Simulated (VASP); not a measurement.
# MgS (P4_2/mbc) in VASP: relaxation of cell and atoms with PBE

Aim: the relaxation of cell and atoms of MgS with PBE.

All numbers are computed with VASP 6.6.1; they aren't measurements. Logs are shortened: lines on timing, memory, paths and dates and some standing lists are left out, and cuts for length are marked.

## 1. The cell of the first run

The structure is tetragonal, space group P4_2/mbc (No. 135). The conventional cell has a = 8.562 Å, b = 8.562 Å, c = 5.260 Å, α = 90.00°, β = 90.00°, γ = 90.00°. Within 3.3 Å of Mg (site symmetry m) lie 5 S at 2.49 to 2.63 Å. Within 3.3 Å of S (site symmetry m) lie 5 Mg at 2.49 to 2.63 Å.

The cell was generated, and may not be a known phase.

## 2. Relaxation of cell and atoms, PBE

File INCAR:

```
SYSTEM = MgS
  PREC = Accurate
  ENCUT = 600
  EDIFF = 1E-7
  ISMEAR = 0
  SIGMA = 0.02
  LREAL = .False.
  LASPH = .True.
  NELM = 120
  ALGO = Normal
  ISIF = 3
  LWAVE = .False.
  LCHARG = .False.
  GGA = PE
  IBRION = 2
  NSW = 100
  EDIFFG = -0.01
  GGA_COMPAT = .False.
  NELMIN = 4
```

File KPOINTS:

```
Automatic mesh
0
Gamma
  4 4 4
  0 0 0
```

File POSCAR:

```
MgS
1.0
    8.5615374125      0.0000000000      0.0000000000
    0.0000000000      8.5615374125      0.0000000000
    0.0000000000      0.0000000000      5.2598059817
Mg S
8 8
Direct
    0.6399223542      0.6464961519      0.0000000000
    0.8535038481      0.8600776458      0.5000000000
    0.3600776458      0.3535038481      0.0000000000
    0.1464961519      0.1399223542      0.5000000000
    0.6464961519      0.3600776458      0.5000000000
    0.8600776458      0.1464961519      0.0000000000
    0.3535038481      0.6399223542      0.5000000000
    0.1399223542      0.8535038481      0.0000000000
    0.1477332382      0.8450634101      0.5000000000
    0.3450634101      0.6477332382      0.0000000000
    0.8522667618      0.1549365899      0.5000000000
    0.6549365899      0.3522667618      0.0000000000
    0.1549365899      0.1477332382      0.0000000000
    0.3522667618      0.3450634101      0.5000000000
    0.8450634101      0.8522667618      0.0000000000
    0.6477332382      0.6549365899      0.5000000000
```

Potentials or basis: VASP PAW PBE potentials, release 64 (Mg, S).

Started as:

```bash
$ cat potpaw_PBE.64/Mg/POTCAR potpaw_PBE.64/S/POTCAR > POTCAR
$ mpirun -np 1 vasp_std > vasp.out
```

OUTCAR:

```text
SYSTEM = MgS
   PREC = Accurate
   ENCUT = 600
   EDIFF = 1E-7
   ISMEAR = 0
   LREAL = .False.
   LASPH = .True.
   NELM = 120
   ISIF = 3
   GGA = PE
   IBRION = 2
   NSW = 100
   EDIFFG = -0.01
   NELMIN = 4

 ion  position               nearest neighbor table
   1  0.640  0.646  0.000-  15 2.49  12 2.52  10 2.52  16 2.63  16 2.63   3 3.47   7 3.60   5 3.60
                             7 3.60   5 3.60
   2  0.854  0.860  0.500-  16 2.49   9 2.52  11 2.52  15 2.63  15 2.63   4 3.47   8 3.60   6 3.60
                             8 3.60   6 3.60
   3  0.360  0.354  0.000-  13 2.49  10 2.52  12 2.52  14 2.63  14 2.63   1 3.47   7 3.60   5 3.60
                             7 3.60   5 3.60
   4  0.146  0.140  0.500-  14 2.49  11 2.52   9 2.52  13 2.63  13 2.63   2 3.47   8 3.60   6 3.60
                             8 3.60   6 3.60
   5  0.646  0.360  0.500-  11 2.49  14 2.52  16 2.52  12 2.63  12 2.63   7 3.47   1 3.60   1 3.60
                             3 3.60   3 3.60
   6  0.860  0.146  0.000-  12 2.49  15 2.52  13 2.52  11 2.63  11 2.63   8 3.47   2 3.60   2 3.60
                             4 3.60   4 3.60
   7  0.354  0.640  0.500-   9 2.49  16 2.52  14 2.52  10 2.63  10 2.63   5 3.47   1 3.60   1 3.60
                             3 3.60   3 3.60
   8  0.140  0.854  0.000-  10 2.49  13 2.52  15 2.52   9 2.63   9 2.63   6 3.47   2 3.60   2 3.60
                             4 3.60   4 3.60
   9  0.148  0.845  0.500-   7 2.49   2 2.52   4 2.52   8 2.63   8 2.63
  10  0.345  0.648  0.000-   8 2.49   3 2.52   1 2.52   7 2.63   7 2.63
  11  0.852  0.155  0.500-   5 2.49   4 2.52   2 2.52   6 2.63   6 2.63
  12  0.655  0.352  0.000-   6 2.49   1 2.52   3 2.52   5 2.63   5 2.63
  13  0.155  0.148  0.000-   3 2.49   8 2.52   6 2.52   4 2.63   4 2.63
  14  0.352  0.345  0.500-   4 2.49   5 2.52   7 2.52   3 2.63   3 2.63
  15  0.845  0.852  0.000-   1 2.49   6 2.52   8 2.52   2 2.63   2 2.63
  16  0.648  0.655  0.500-   2 2.49   7 2.52   5 2.52   1 2.63   1 2.63

  LATTYP: Found a simple tetragonal cell.
 ALAT       =     8.5615374125
 C/A-ratio  =     0.6143529752

  Lattice vectors:

 A1 = (   8.5615374125,   0.0000000000,   0.0000000000)
 A2 = (   0.0000000000,   8.5615374125,   0.0000000000)
 A3 = (   0.0000000000,   0.0000000000,   5.2598059817)

Analysis of symmetry for initial positions (statically):
=====================================================================
 Subroutine PRICEL returns:
 Original cell was already a primitive cell.

 Routine SETGRP: Setting up the symmetry group for a
 simple tetragonal supercell.

 Subroutine GETGRP returns: Found 16 space group operations
 (whereof  4 operations were pure point group operations)
 out of a pool of 16 trial point group operations.

The static configuration has the point symmetry C_2h.
 The point group associated with its full space group is D_4h.

Analysis of symmetry for dynamics (positions and initial velocities):
=====================================================================
 Subroutine PRICEL returns:
 Original cell was already a primitive cell.

 Routine SETGRP: Setting up the symmetry group for a
 simple tetragonal supercell.

 Subroutine GETGRP returns: Found 16 space group operations
 (whereof  4 operations were pure point group operations)
 out of a pool of 16 trial point group operations.

The dynamic configuration has the point symmetry C_2h.
 The point group associated with its full space group is D_4h.

 Subroutine INISYM returns: Found 16 space group operations
 (whereof  4 operations are pure point group operations),
 and found     1 'primitive' translations

----------------------------------------------------------------------------------------

                                     Primitive cell

  volume of cell :     385.5434

  direct lattice vectors                    reciprocal lattice vectors
     8.561537412  0.000000000  0.000000000     0.116801452  0.000000000  0.000000000
     0.000000000  8.561537412  0.000000000     0.000000000  0.116801452  0.000000000
     0.000000000  0.000000000  5.259805982     0.000000000  0.000000000  0.190121081

  length of vectors
     8.561537412  8.561537412  5.259805982     0.116801452  0.116801452  0.190121081

  position of ions in fractional coordinates (direct lattice)
     0.639922354  0.646496152  0.000000000
     0.853503848  0.860077646  0.500000000
     0.360077646  0.353503848  0.000000000
     0.146496152  0.139922354  0.500000000
     0.646496152  0.360077646  0.500000000
     0.860077646  0.146496152  0.000000000
[... 8 lines left out ...]
     0.845063410  0.852266762  0.000000000
     0.647733238  0.654936590  0.500000000

  ion indices of the primitive-cell ions
   primitive index   ion index
[... 84 lines left out ...]
   NSW    =    100    number of steps for IOM
   IBRION =      2    ionic relax: 0-MD 1-quasi-New 2-CG
   NFREE  =      1    steps in history (QN), initial steepest desc. (CG)
   ISIF   =      3    stress and relaxation
   ISYM   =      2    0-nonsym 1-usesym 2-fastsym
   POTIM  = 0.5000    time-step for ionic-motion
   TEBEG  =    0.0;   TEEND  =   0.0 temperature during run
   PSTRESS=    0.0 pullay stress
   NELECT =      64.0000    total number of electrons
   NUPDOWN=      -1.0000    fix difference up-down
   EMIN   =  10.00;   EMAX   =-10.00  energy-range for DOS
   EFERMI =   0.00;   METHOD = LEGACY
   ISMEAR =     0;   SIGMA  =   0.02  broadening in eV -4-tet -1-fermi 0-gaus
   EFERMI_NEDOS =   21; number of points for ismear=-14 and -15
   IALGO  =     38    algorithm
   IMIX   =      4    mixing-type and parameters
     AMIX     =   0.40;   BMIX     =  1.00
     AMIX_MAG =   1.60;   BMIX_MAG =  1.00
  volume/ion in A,a.u.               =      24.10       162.61
  Fermi-wavevector in a.u.,A,eV,Ry     =   0.899726  1.700236 11.014017  0.809507
  Thomas-Fermi vector in A             =   2.022596
   LORBIT       =      0    0 simple, 1 ext, 2 COOP (PROOUT), +10 PAW based schemes
   GGA     = PE    functional components
   LHFCALC =     F    Hartree Fock is set to
   AEXX    =    0.0000 exact exchange contribution
   IVDW    =     0    specifies the selected vdW correction
   LEPSILON=     F    determine dielectric tensor
   LRPA    =     F    only Hartree local field effects (RPA)
 conjugate gradient relaxation of ions
 non-spin polarized calculation
 Gauss-broadening in eV      SIGMA  =   0.02
  energy-cutoff  :      600.00
  volume of cell :      385.54
 maximum number of plane-waves:     12920
 NGX is ok and might be reduce to    70
   NGX = 35   NGY = 35   NGZ = 21

--------------------------------------- Ionic step        1  -------------------------------------------

 number of electron      63.9999997 magnetization

 Free energy of the ion-electron system (eV)
  ---------------------------------------------------
  ext. energy  EPLUGINS =         0.00000000
  ---------------------------------------------------
  free energy    TOTEN  =       -66.74064287 eV

  energy without entropy =      -66.74064287  energy(sigma->0) =      -66.74064287

------------------------ aborting loop because EDIFF is reached ----------------------------------------

  FORCE on cell =-STRESS in cart. coord.  units (eV):
  Direction    XX          YY          ZZ          XY          YZ          ZX
  --------------------------------------------------------------------------------------
  -------------------------------------------------------------------------------------
  Total       -0.5541624     -0.5541624     -0.7286511      0.0000000      0.0000000      0.0000000
  in kB       -2.3028966     -2.3028966     -3.0280076      0.0000000      0.0000000      0.0000000
  external PRESSURE =      -2.5446002 kB  Pullay stress =       0.0000000 kB

 VOLUME and BASIS-vectors are now :
 -----------------------------------------------------------------------------
  energy-cutoff  :      600.00
  volume of cell :      385.54
      direct lattice vectors                 reciprocal lattice vectors
     8.561537412  0.000000000  0.000000000     0.116801452  0.000000000  0.000000000
     0.000000000  8.561537412  0.000000000     0.000000000  0.116801452  0.000000000
     0.000000000  0.000000000  5.259805982     0.000000000  0.000000000  0.190121081

 POSITION                                       TOTAL-FORCE (eV/Angst)
 -----------------------------------------------------------------------------------
      5.47872      5.53500      0.00000        -0.005048     -0.011113     -0.000000
      7.30731      7.36359      2.62990         0.011113      0.005048      0.000000
      3.08282      3.02654      0.00000         0.005048      0.011113     -0.000000
      1.25423      1.19795      2.62990        -0.011113     -0.005048     -0.000000
      5.53500      3.08282      2.62990        -0.011113      0.005048     -0.000000
      7.36359      1.25423      0.00000         0.005048     -0.011113      0.000000
[... 8 lines left out ...]
      7.23504      7.29671      0.00000         0.007623      0.002321      0.000000
      5.54559      5.60726      2.62990        -0.002321     -0.007623     -0.000000
 -----------------------------------------------------------------------------------
    total drift:                               -0.000000     -0.000000     -0.000000

  FREE ENERGIE OF THE ION-ELECTRON SYSTEM (eV)
  ---------------------------------------------------
  free  energy   TOTEN  =       -66.7406428675 eV

  energy  without entropy=      -66.7406428675  energy(sigma->0) =      -66.74064287

--------------------------------------- Ionic step        2  -------------------------------------------

 number of electron      63.9999999 magnetization

 Free energy of the ion-electron system (eV)
  ---------------------------------------------------
  ext. energy  EPLUGINS =         0.00000000
  ---------------------------------------------------
  free energy    TOTEN  =       -66.74213680 eV

  energy without entropy =      -66.74213680  energy(sigma->0) =      -66.74213680

 E-fermi :   1.4993     XC(G=0):  -7.9269

 val. band max:        1.3938735324   @ k =   0.0000   0.0000   0.0000
 cond. band min:       4.3382920460   @ k =   0.0000   0.0000   0.0000
 fundamental gap:      2.9444185136
 Fermi energy:         1.4993413165

 k-point     1 :       0.0000    0.0000    0.0000
  band No.  band energies     occupation
      1     -10.7988      2.00000
      2     -10.1982      2.00000
      3     -10.0736      2.00000
      4     -10.0736      2.00000
      5      -9.7661      2.00000
      6      -9.4782      2.00000
[... 781 lines left out ...]
     40       6.5943      0.00000
     41       7.9925      0.00000

------------------------ aborting loop because EDIFF is reached ----------------------------------------

  FORCE on cell =-STRESS in cart. coord.  units (eV):
  Direction    XX          YY          ZZ          XY          YZ          ZX
  --------------------------------------------------------------------------------------
  -------------------------------------------------------------------------------------
  Total        0.1368838      0.1368838      0.0547697      0.0000000      0.0000000      0.0000000
  in kB        0.5720014      0.5720014      0.2288683      0.0000000      0.0000000      0.0000000
  external PRESSURE =       0.4576237 kB  Pullay stress =       0.0000000 kB

 VOLUME and BASIS-vectors are now :
 -----------------------------------------------------------------------------
  energy-cutoff  :      600.00
  volume of cell :      383.41
      direct lattice vectors                 reciprocal lattice vectors
     8.547232011  0.000000000  0.000000000     0.116996941  0.000000000  0.000000000
     0.000000000  8.547232011 -0.000000000     0.000000000  0.116996941  0.000000000
     0.000000000  0.000000000  5.248250167     0.000000000  0.000000000  0.190539698

 POSITION                                       TOTAL-FORCE (eV/Angst)
 -----------------------------------------------------------------------------------
      5.46932      5.52522      5.24825         0.002059     -0.002852      0.000000
      7.29563      7.35153      2.62413         0.002852     -0.002059      0.000000
      3.07791      3.02201      5.24825        -0.002059      0.002852     -0.000000
      1.25160      1.19571      2.62413        -0.002852      0.002059     -0.000000
      5.52522      3.07791      2.62413        -0.002852     -0.002059      0.000000
      7.35153      1.25160     -0.00000        -0.002059     -0.002852      0.000000
[... 8 lines left out ...]
      7.22332      7.28463     -0.00000        -0.004228     -0.008315      0.000000
      5.53621      5.59753      2.62413         0.008315      0.004228     -0.000000
 -----------------------------------------------------------------------------------
    total drift:                               -0.000000     -0.000000      0.000000

  FREE ENERGIE OF THE ION-ELECTRON SYSTEM (eV)
  ---------------------------------------------------
  free  energy   TOTEN  =       -66.7421367960 eV

  energy  without entropy=      -66.7421367960  energy(sigma->0) =      -66.74213680

 reached required accuracy - stopping structural energy minimisation
```

Wall time 12 min (1 thread of Intel Xeon Platinum 8259CL at 2.50GHz (Skylake/Cascade Lake), shared host); peak memory 0.65 GiB.

Results:

| Property | Result |
| --- | --- |
| Free energy | -66.7421 eV |
| Relaxed volume | 23.96 Å³/atom |
| Relaxed cell | a = 8.547 Å, b = 8.547 Å, c = 5.248 Å, α = 90.00°, β = 90.00°, γ = 90.00° |
| Space group after relaxing (to 0.1 Å) | P4_2/mbc (No. 135) |
| Energy gained by relaxing | 0.1 meV/atom |
| Ionic steps | 2 |
| Pressure after relaxing | 0.0 GPa |
| Largest force after relaxing | 0.009 eV/Å |
| Band gap on the k mesh | 2.94 eV |

Forces in eV/Å, atoms in the order of the input:
```
Mg   0.002 -0.003  0.000
Mg   0.003 -0.002  0.000
Mg  -0.002  0.003  0.000
Mg  -0.003  0.002  0.000
Mg  -0.003 -0.002  0.000
Mg  -0.002 -0.003  0.000
Mg   0.003  0.002  0.000
Mg   0.002  0.003  0.000
S    0.008 -0.004  0.000
S   -0.004  0.008  0.000
S   -0.008  0.004  0.000
S    0.004 -0.008  0.000
S    0.004  0.008  0.000
S   -0.008 -0.004  0.000
S   -0.004 -0.008  0.000
S    0.008  0.004  0.000
```

Step by step:
```tsv
step	energy change (eV)	largest force (eV/Å)	pressure (GPa)	volume (Å³)
1	0.0000	0.0122	-0.25	385.54
2	-0.0015	0.0093	0.05	383.41
```

Final structure:
```
CELL_PARAMETERS angstrom
8.54723 0.00000 0.00000
0.00000 8.54723 0.00000
0.00000 0.00000 5.24825
ATOMIC_POSITIONS crystal
Mg 0.63989 0.64643 0.00000
Mg 0.85357 0.86011 0.50000
Mg 0.36011 0.35357 0.00000
Mg 0.14643 0.13989 0.50000
Mg 0.64643 0.36011 0.50000
Mg 0.86011 0.14643 0.00000
Mg 0.35357 0.63989 0.50000
Mg 0.13989 0.85357 0.00000
S 0.14772 0.84511 0.50000
S 0.34511 0.64772 0.00000
S 0.85228 0.15489 0.50000
S 0.65489 0.35228 0.00000
S 0.15489 0.14772 0.00000
S 0.35228 0.34511 0.50000
S 0.84511 0.85228 0.00000
S 0.64772 0.65489 0.50000
```

Levels at points of the mesh, in eV from the valence-band top:
```csv
k point,band 28,band 29,band 30,band 31,band 32,band 33,band 34,band 35,band 36,band 37
"(0.00, 0.00, 0.00)",-0.69,-0.66,-0.66,-0.64,0.00,2.94,3.00,4.32,4.32,4.43
"(0.50, 0.00, 0.00)",-0.89,-0.64,-0.64,-0.48,-0.48,3.85,3.85,3.98,3.98,4.36
"(0.50, 0.50, 0.00)",-0.78,-0.59,-0.59,-0.49,-0.49,3.58,3.58,4.11,4.11,4.72
"(0.00, 0.00, 0.50)",-0.54,-0.43,-0.43,-0.43,-0.43,4.58,4.58,4.95,4.95,5.05
"(0.50, 0.00, 0.50)",-0.80,-0.43,-0.43,-0.43,-0.43,4.69,4.69,4.72,4.72,5.63
"(0.50, 0.50, 0.50)",-1.17,-0.38,-0.38,-0.38,-0.38,4.44,4.44,4.44,4.44,5.20
```

A k mesh can miss the band edges.
